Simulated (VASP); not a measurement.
Wanted: the native input for a VASP 6.6.1 run.

| Quantity | Value |
| --- | --- |
| Task | relaxation of cell and atoms |
| Functional | RPBE |
| Potentials or basis | VASP PAW PBE potentials, release 64 (Te, Cd) |
| Cutoff | 600 eV |
| k mesh | 7 × 7 × 7 |
| Occupations | fermi-dirac, width 0.05 eV |
| Spin | no spin polarisation |
| Dipole correction | no |
| Further INCAR settings | ALGO = Normal; EDIFF = 1e-06; IBRION = 2; EDIFFG = -0.005; NSW = 80; ISIF = 3 |

The structure of CdTe lies in POSCAR:

```
CdTe
1.0
    0.0000000000      3.2050000000      3.2050000000
    3.2050000000      0.0000000000      3.2050000000
    3.2050000000      3.2050000000      0.0000000000
Te Cd
1 1
Direct
    0.7500000000      0.7500000000      0.7500000000
    0.0000000000      0.0000000000      0.0000000000
```

The input as run:

INCAR

```
PREC     = Accurate       # precision mode
ENCUT    = 600            # plane-wave cutoff, eV
EDIFF    = 1E-6           # SCF threshold, eV
ISMEAR   = -1             # smearing method
SIGMA    = 0.05           # smearing width, eV
LREAL    = False          # projectors in reciprocal space
LASPH    = True           # aspherical terms in the spheres
NELM     = 80             # most SCF steps
ALGO     = Normal         # electronic algorithm
ISIF     = 3              # what is computed and relaxed
LWAVE    = False          # write WAVECAR
LCHARG   = False          # write CHGCAR
GGA      = RP             # functional
IBRION   = 2              # ionic algorithm
NSW      = 80             # ionic steps
EDIFFG   = -0.005         # ionic threshold
```

KPOINTS

```
regular mesh
0
Gamma
  7 7 7
```

Potentials or basis: VASP PAW PBE potentials, release 64 (Te, Cd).

The run is started by

```sh
$ cat potpaw_PBE.64/Te/POTCAR potpaw_PBE.64/Cd/POTCAR > POTCAR
$ mpirun -np 1 vasp_std > vasp.out
```

Results of the run:

```json
{
  "Relaxed volume": "38.00 Å³/atom",
  "Relaxed cell": "a = 4.755 Å, b = 4.755 Å, c = 4.755 Å, α = 60.00°, β = 60.00°, γ = 60.00°",
  "Space group after relaxing (to 0.05 Å)": "F-43m (No. 216)",
  "Energy gained by relaxing": "84.0 meV/atom",
  "Ionic steps": "8",
  "Pressure after relaxing": "0.0 GPa",
  "Band gap on the k mesh": "0.59 eV, direct"
}
```

Caveat: the volume moved by over 15 % at a fixed basis, so the end points are rough; the PAW data sets were made with another functional, which shifts forces and pressure a little; spin-orbit coupling is left out, which moves the levels of the heavy elements; the volume moved by +15 % from the deposited cell, more than functionals usually miss.

Run time: 2.8 min on 1 thread of Intel Xeon 8259CL, on a shared host, peak memory 0.23 GiB.
